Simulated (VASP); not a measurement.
# KZnF3 (P2/m) in VASP: a series of runs

Runs on KZnF3. Level: PBEsol. Tasks: single point.

All numbers are computed with VASP 6.6.1; they aren't measurements. Logs are shortened: lines on timing, memory, paths and dates and some standing lists are left out, and cuts for length are marked.

## Step 1: The cell of the first run

The typed cell holds 5 atoms: a = 4.052 Å, b = 4.052 Å, c = 4.059 Å, α = 90.00°, β = 86.57°, γ = 90.00°.

## Step 2: Single point, PBEsol

File INCAR:

```
  ALGO = Normal
  EDIFF = 1E-6
  ENCUT = 520
  GGA = PS
  ISIF = 2
  ISMEAR = 0
  LASPH = T
  LCHARG = F
  LREAL = F
  LWAVE = F
  NBANDS = 29
  NELM = 80
  PREC = Accurate
  SIGMA = 0.02
```

File KPOINTS:

```
k-points
0
Gamma
  6 6 6
```

File POSCAR:

```
KZnF3
1.0
    4.0519406020      0.0000000000      0.0000000000
    0.0000000000      4.0519406020      0.0000000000
    0.2431164361      0.0000000000      4.0519406020
K Zn F
1 1 3
Direct
    0.0000000000      0.0000000000      0.0000000000
    0.5000000000      0.5000000000      0.5000000000
    0.0000000000      0.5000000000      0.5000000000
    0.5000000000      0.0000000000      0.5000000000
    0.5000000000      0.5000000000      0.0000000000
```

Potentials or basis: VASP PAW PBE potentials, release 64 (K_sv, Zn, F).

Started as:

```sh
$ cat potpaw_PBE.64/K_sv/POTCAR potpaw_PBE.64/Zn/POTCAR potpaw_PBE.64/F/POTCAR > POTCAR
$ mpirun -np 1 vasp_std > vasp.out
```

OUTCAR:

```text
EDIFF = 1E-6
   ENCUT = 520
   GGA = PS
   ISIF = 2
   ISMEAR = 0
   LASPH = T
   LREAL = F
   NELM = 80
   PREC = Accurate

 ion  position               nearest neighbor table
   1  0.000  0.000  0.000-   4 2.78   4 2.78
   2  0.500  0.500  0.500-   3 2.03   4 2.03   4 2.03   3 2.03   5 2.03   5 2.03
   3  0.000  0.500  0.500-   2 2.03   2 2.03
   4  0.500  0.000  0.500-   2 2.03   2 2.03   1 2.78   1 2.78
   5  0.500  0.500  0.000-   2 2.03   2 2.03

  LATTYP: Found a simple monoclinic cell.
 ALAT       =     4.0519406020
 B/A-ratio  =     1.0000000000
 C/A-ratio  =     1.0017983829
 COS(beta)  =    -0.0598922907

  Lattice vectors:

 A1 = (   4.0519406020,   0.0000000000,   0.0000000000)
 A2 = (   0.0000000000,  -4.0519406020,   0.0000000000)
 A3 = (  -0.2431164361,   0.0000000000,  -4.0519406020)

Analysis of symmetry for initial positions (statically):
=====================================================================
 Subroutine PRICEL returns:
 Original cell was already a primitive cell.

 Routine SETGRP: Setting up the symmetry group for a
 simple monoclinic supercell.

 Subroutine GETGRP returns: Found  4 space group operations
 (whereof  4 operations were pure point group operations)
 out of a pool of  4 trial point group operations.

The static configuration has the point symmetry C_2h.

Analysis of symmetry for dynamics (positions and initial velocities):
=====================================================================
 Subroutine PRICEL returns:
 Original cell was already a primitive cell.

 Routine SETGRP: Setting up the symmetry group for a
 simple monoclinic supercell.

 Subroutine GETGRP returns: Found  4 space group operations
 (whereof  4 operations were pure point group operations)
 out of a pool of  4 trial point group operations.

The dynamic configuration has the point symmetry C_2h.

 Subroutine INISYM returns: Found  4 space group operations
 (whereof  4 operations are pure point group operations),
 and found     1 'primitive' translations

----------------------------------------------------------------------------------------

                                     Primitive cell

  volume of cell :      66.5257

  direct lattice vectors                    reciprocal lattice vectors
     4.051940602  0.000000000  0.000000000     0.246795326  0.000000000 -0.014807720
     0.000000000  4.051940602  0.000000000     0.000000000  0.246795326  0.000000000
     0.243116436  0.000000000  4.051940602     0.000000000  0.000000000  0.246795326

  length of vectors
     4.051940602  4.051940602  4.059227543     0.247239158  0.246795326  0.246795326

  position of ions in fractional coordinates (direct lattice)
     0.000000000  0.000000000  0.000000000
     0.500000000  0.500000000  0.500000000
     0.000000000  0.500000000  0.500000000
     0.500000000  0.000000000  0.500000000
     0.500000000  0.500000000  0.000000000

  ion indices of the primitive-cell ions
   primitive index   ion index
                 1           1
                 2           2
                 3           3
                 4           4
                 5           5

----------------------------------------------------------------------------------------

 KPOINTS: k-points

Automatic generation of k-mesh.
 Grid dimensions read from file:
 generate k-points for:    6    6    6

 Generating k-lattice:

  Cartesian coordinates                     Fractional coordinates (reciprocal lattice)
     0.041132554  0.000000000 -0.002467953     0.166666667  0.000000000 -0.000000000
     0.000000000  0.041132554  0.000000000     0.000000000  0.166666667  0.000000000
     0.000000000  0.000000000  0.041132554     0.000000000  0.000000000  0.166666667

  Length of vectors
     0.041206526  0.041132554  0.041132554

  Shift w.r.t. Gamma in fractional coordinates (k-lattice)
     0.000000000  0.000000000  0.000000000

 Subroutine IBZKPT returns following result:
 ===========================================

 Found     80 irreducible k-points:

 Following reciprocal coordinates:
            Coordinates               Weight
  0.000000  0.000000  0.000000      1.000000
  0.166667  0.000000 -0.000000      2.000000
  0.333333  0.000000  0.000000      2.000000
  0.500000  0.000000  0.000000      1.000000
  0.000000  0.166667  0.000000      2.000000
  0.166667  0.166667 -0.000000      4.000000
[... 16 lines left out ...]
  0.000000  0.166667  0.166667      4.000000
  0.166667  0.166667  0.166667      4.000000
 [... further k-points ...]
   k-points           NKPTS =     80   k-points in BZ     NKDIM =     80   number of bands    NBANDS=     29
   number of dos      NEDOS =    301   number of ions     NIONS =      5
   total plane-waves  NPLWV =  27000
   dimension x,y,z NGX =    30 NGY =   30 NGZ =   30
   dimension x,y,z NGXF=    60 NGYF=   60 NGZF=   60
   ions per type =               1   1   3
   NGX,Y,Z   is equivalent  to a cutoff of  12.31, 12.31, 12.29 a.u.
   NGXF,Y,Z  is equivalent  to a cutoff of  24.62, 24.62, 24.57 a.u.
 SYSTEM =  unknown system
   PREC   = accura    normal or accurate (medium, high low for compatibility)
   ISTART =      0    job   : 0-new  1-cont  2-samecut
   ICHARG =      2    charge: 1-file 2-atom 10-const
   ISPIN  =      1    spin polarized calculation?
   LNONCOLLINEAR =      F non collinear calculations
   LSORBIT =      F    spin-orbit coupling
   LASPH  =      T    aspherical Exc in radial PAW
   ENCUT  =  520.0 eV  38.22 Ry    6.18 a.u.   7.53  7.53  7.55*2*pi/ulx,y,z
   NELM   =     80;   NELMIN=  2; NELMDL= -5     # of ELM steps
   EDIFF  = 0.1E-05   stopping-criterion for ELM
   LREAL  =      F    real-space projection
   EDIFFG = 0.1E-04   stopping-criterion for IOM
   NSW    =      0    number of steps for IOM
   IBRION =     -1    ionic relax: 0-MD 1-quasi-New 2-CG
   NFREE  =      0    steps in history (QN), initial steepest desc. (CG)
   ISIF   =      2    stress and relaxation
   ISYM   =      2    0-nonsym 1-usesym 2-fastsym
   POTIM  = 0.5000    time-step for ionic-motion
   TEBEG  =    0.0;   TEEND  =   0.0 temperature during run
   PSTRESS=    0.0 pullay stress
   NELECT =      42.0000    total number of electrons
   NUPDOWN=      -1.0000    fix difference up-down
   EMIN   =  10.00;   EMAX   =-10.00  energy-range for DOS
   EFERMI =   0.00;   METHOD = LEGACY
   ISMEAR =     0;   SIGMA  =   0.02  broadening in eV -4-tet -1-fermi 0-gaus
   EFERMI_NEDOS =   21; number of points for ismear=-14 and -15
   IALGO  =     38    algorithm
   IMIX   =      4    mixing-type and parameters
     AMIX     =   0.40;   BMIX     =  1.00
     AMIX_MAG =   1.60;   BMIX_MAG =  1.00
  volume/ion in A,a.u.               =      13.31        89.79
  Fermi-wavevector in a.u.,A,eV,Ry     =   1.404413  2.653956 26.835805  1.972376
  Thomas-Fermi vector in A             =   2.526977
   LORBIT       =      0    0 simple, 1 ext, 2 COOP (PROOUT), +10 PAW based schemes
   GGA     = PS    functional components
   LHFCALC =     F    Hartree Fock is set to
   AEXX    =    0.0000 exact exchange contribution
   IVDW    =     0    specifies the selected vdW correction
   LEPSILON=     F    determine dielectric tensor
   LRPA    =     F    only Hartree local field effects (RPA)
 non-spin polarized calculation
 Gauss-broadening in eV      SIGMA  =   0.02
  energy-cutoff  :      520.00
  volume of cell :       66.53
 maximum number of plane-waves:      1806
   NGX = 15   NGY = 15   NGZ = 15

 number of electron      41.9999975 magnetization

 Free energy of the ion-electron system (eV)
  ---------------------------------------------------
  ext. energy  EPLUGINS =         0.00000000
  ---------------------------------------------------
  free energy    TOTEN  =       -21.31546707 eV

  energy without entropy =      -21.31546707  energy(sigma->0) =      -21.31546707

 E-fermi :  -0.7225     XC(G=0): -10.1315

 val. band max:       -0.9017956332   @ k =   0.5000   0.5000   0.5000
 cond. band min:       2.7193780548   @ k =   0.0000   0.0000   0.0000
 fundamental gap:      3.6211736880
 Fermi energy:        -0.7225331688

 k-point     1 :       0.0000    0.0000    0.0000
  band No.  band energies     occupation
      1     -27.7861      2.00000
      2     -22.3864      2.00000
      3     -21.7552      2.00000
      4     -21.7275      2.00000
      5     -11.3730      2.00000
      6     -11.3451      2.00000
[... 21 lines left out ...]
     28      10.1792      0.00000
     29      12.7663      0.00000

 k-point     2 :       0.1667    0.0000   -0.0000
  band No.  band energies     occupation
      1     -27.7802      2.00000
      2     -22.3533      2.00000
      3     -21.7743      2.00000
      4     -21.7376      2.00000
      5     -11.3592      2.00000
      6     -11.3332      2.00000
[... 21 lines left out ...]
     28      10.2275      0.00000
     29      12.7682      0.00000

 k-point     3 :       0.3333    0.0000    0.0000
  band No.  band energies     occupation
      1     -27.7684      2.00000
      2     -22.2744      2.00000
      3     -21.8445      2.00000
      4     -21.7384      2.00000
      5     -11.3407      2.00000
      6     -11.3092      2.00000
[... 21 lines left out ...]
     28      10.3609      0.00000
     29      12.4802      0.00000

 k-point     4 :       0.5000    0.0000    0.0000
  band No.  band energies     occupation
      1     -27.7625      2.00000
      2     -22.2233      2.00000
      3     -21.8926      2.00000
      4     -21.7369      2.00000
      5     -11.3377      2.00000
      6     -11.2970      2.00000
[... 597 lines left out ...]
     28      10.2862      0.00000
     29      12.7183      0.00000

 k-point    23 :       0.0000    0.1667    0.1667
  band No.  band energies     occupation
      1     -27.7749      2.00000
      2     -22.3197      2.00000
      3     -21.7914      2.00000
      4     -21.7473      2.00000
      5     -11.3655      2.00000
      6     -11.3320      2.00000
[... 21 lines left out ...]
     28      10.2717      0.00000
     29      12.3925      0.00000

 k-point    24 :       0.1667    0.1667    0.1667
  band No.  band energies     occupation
      1     -27.7705      2.00000
      2     -22.2901      2.00000
      3     -21.7983      2.00000
      4     -21.7561      2.00000
      5     -11.3838      2.00000
      6     -11.3577      2.00000
[... 21 lines left out ...]
     28      10.3786      0.00000
     29      12.5784      0.00000

 [... further k-points ...]
[... 5 lines left out ...]
  --------------------------------------------------------------------------------------
  -------------------------------------------------------------------------------------
  Total        0.1724196      0.1772325      0.2082128      0.0000000      0.0000000     -0.8345666
  in kB        4.1524845      4.2683970      5.0145131      0.0000000      0.0000000    -20.0993658
  external PRESSURE =       4.4784649 kB  Pullay stress =       0.0000000 kB

 VOLUME and BASIS-vectors are now :
 -----------------------------------------------------------------------------
  energy-cutoff  :      520.00
  volume of cell :       66.53
      direct lattice vectors                 reciprocal lattice vectors
     4.051940602  0.000000000  0.000000000     0.246795326  0.000000000 -0.014807720
     0.000000000  4.051940602  0.000000000     0.000000000  0.246795326  0.000000000
     0.243116436  0.000000000  4.051940602     0.000000000  0.000000000  0.246795326

 POSITION                                       TOTAL-FORCE (eV/Angst)
 -----------------------------------------------------------------------------------
      0.00000      0.00000      0.00000        -0.000000      0.000000      0.000000
      2.14753      2.02597      2.02597         0.000000      0.000000      0.000000
      0.12156      2.02597      2.02597         0.000000      0.000000      0.000000
      2.14753      0.00000      2.02597         0.000000      0.000000      0.000000
      2.02597      2.02597      0.00000        -0.000000      0.000000      0.000000
 -----------------------------------------------------------------------------------
    total drift:                                0.000000      0.000000     -0.000000

  FREE ENERGIE OF THE ION-ELECTRON SYSTEM (eV)
  ---------------------------------------------------
  free  energy   TOTEN  =       -21.3154670669 eV

  energy  without entropy=      -21.3154670669  energy(sigma->0) =      -21.31546707
```

It took 1.7 min on 1 thread of Intel Xeon Platinum 8375C at 2.90GHz (Ice Lake), shared host; peak memory 0.27 GiB.

Results:

* Free energy: -21.3155 eV
* Pressure: 0.4 GPa
* Band gap on the k mesh: 3.62 eV, indirect (least direct gap 5.32 eV)

Stress tensor (GPa, compression positive):
```
 0.42  0.00 -2.01
 0.00  0.43  0.00
-2.01  0.00  0.50
```

Caveat: the PAW data sets were made with another functional, which shifts forces and pressure a little. As with any semilocal functional, this PBEsol gap is likely too small.

## Step 3: Single point, PBEsol (shear of c along a, cell held: +9.0 %)

File INCAR:

```
PREC = Accurate
ENCUT = 520
EDIFF = 1E-6
ISMEAR = 0
SIGMA = 0.02
LREAL = F
LASPH = T
NELM = 100
ALGO = Normal
ISIF = 2
LWAVE = F
LCHARG = F
GGA = PS
NBANDS = 29
```

File KPOINTS:

```
regular mesh
0
Gamma
  6 6 6
```

POSCAR: that of step 2 with these lines changed.

```diff
@@ -4,3 +4,3 @@
     0.0000000000      4.0519406020      0.0000000000
-    0.2431164361      0.0000000000      4.0519406020
+    0.3646746542      0.0000000000      4.0519406020
 K Zn F
```

Potentials or basis: VASP PAW PBE potentials, release 64 (K_sv, Zn, F).

Started as:

```sh
$ cat potpaw_PBE.64/K_sv/POTCAR potpaw_PBE.64/Zn/POTCAR potpaw_PBE.64/F/POTCAR > POTCAR
$ mpirun -np 1 vasp_std > vasp.out
```

Run time: 98 s. Hardware: 1 thread of Intel Xeon Platinum 8375C at 2.90GHz (Ice Lake), shared host; peak memory 0.27 GiB.

It converged, with:

```
Free energy            : -21.2839 eV
Pressure               : 0.5 GPa
Band gap on the k mesh : 3.60 eV, indirect (least direct gap 5.19 eV)
```

Stress tensor (GPa, compression positive):
```
 0.37  0.00 -3.07
 0.00  0.41  0.00
-3.07  0.00  0.58
```

Levels at points of the mesh, in eV from the valence-band top:
```
           k point  band 17  band 18  band 19  band 20  band 21  band 22  band 23  band 24  band 25  band 26
(0.00, 0.00, 0.00)    -2.01    -2.00    -1.92    -1.84    -1.58     3.60     8.56     8.64     9.19    10.84
(0.50, 0.00, 0.00)    -2.01    -1.99    -1.69    -1.68    -1.61     6.41     8.12     9.49    10.96    11.15
(0.00, 0.50, 0.00)    -2.22    -1.71    -1.70    -1.67    -1.62     6.40     8.18     9.61    10.53    11.30
(0.50, 0.50, 0.00)    -2.06    -1.81    -1.77    -1.48    -0.01     7.87     9.87     9.99    10.00    11.32
(0.00, 0.00, 0.50)    -2.02    -2.00    -1.68    -1.67    -1.61     6.39     8.11     9.46    10.95    11.17
(0.50, 0.00, 0.50)    -2.07    -1.79    -1.74    -1.41    -0.01     7.86     9.88    10.00    10.04    11.28
(0.00, 0.50, 0.50)    -2.07    -1.81    -1.76    -1.48    -0.03     7.86     9.85     9.98     9.98    11.35
(0.50, 0.50, 0.50)    -1.49    -1.44    -1.39    -0.02     0.00     7.93     8.33     8.62    10.01    12.06
```

Caveat: the cell differs from its parent crystal (shear of c along a, cell held: +9.0 %); the PAW data sets were made with another functional, which shifts forces and pressure a little. A k mesh can miss the band edges.

## Step 4: Single point, PBEsol

File INCAR:

```
SYSTEM = KZnF3
PREC = Accurate ; ENCUT = 520
EDIFF = 1E-7 ; ISMEAR = 0
SIGMA = 0.02 ; LREAL = .False.
LASPH = .True. ; NELM = 80
ALGO = Normal ; ISIF = 2
LWAVE = .False. ; LCHARG = .False.
GGA = PS ; NBANDS = 29
```

File KPOINTS:

```
Automatic mesh
0
Gamma
  6 6 6
  0 0 0
```

POSCAR is that of step 3.

Started as:

```sh
$ cat potpaw_PBE.64/K_sv/POTCAR potpaw_PBE.64/Zn/POTCAR potpaw_PBE.64/F/POTCAR > POTCAR
$ mpirun -np 1 vasp_std > vasp.out
```

It took 2.4 min on 1 thread of Intel Xeon Platinum 8375C at 2.90GHz (Ice Lake), shared host; peak memory 0.27 GiB.

It converged, with:

```
Free energy            : -21.2839 eV
Pressure               : 0.4 GPa
Band gap on the k mesh : 3.60 eV, indirect (least direct gap 5.19 eV)
```

Stress tensor (GPa, compression positive):
```
 0.30  0.00 -3.07
 0.00  0.34  0.00
-3.07  0.00  0.51
```

Levels at points of the mesh, in eV from the valence-band top:
```
           k point  band 19  band 20  band 21  band 22  band 23  band 24
(0.00, 0.00, 0.00)    -1.92    -1.84    -1.58     3.60     8.56     8.64
(0.50, 0.00, 0.00)    -1.69    -1.68    -1.61     6.41     8.12     9.49
(0.00, 0.50, 0.00)    -1.70    -1.67    -1.62     6.40     8.18     9.61
(0.50, 0.50, 0.00)    -1.77    -1.48    -0.01     7.87     9.87     9.99
(0.00, 0.00, 0.50)    -1.68    -1.67    -1.61     6.39     8.11     9.46
(0.50, 0.00, 0.50)    -1.74    -1.41    -0.01     7.86     9.88    10.00
(0.00, 0.50, 0.50)    -1.76    -1.48    -0.03     7.86     9.85     9.98
(0.50, 0.50, 0.50)    -1.39    -0.02     0.00     7.93     8.33     8.62
```

Caveat: the PAW data sets were made with another functional, which shifts forces and pressure a little. As with any semilocal functional, this PBEsol gap is likely too small.
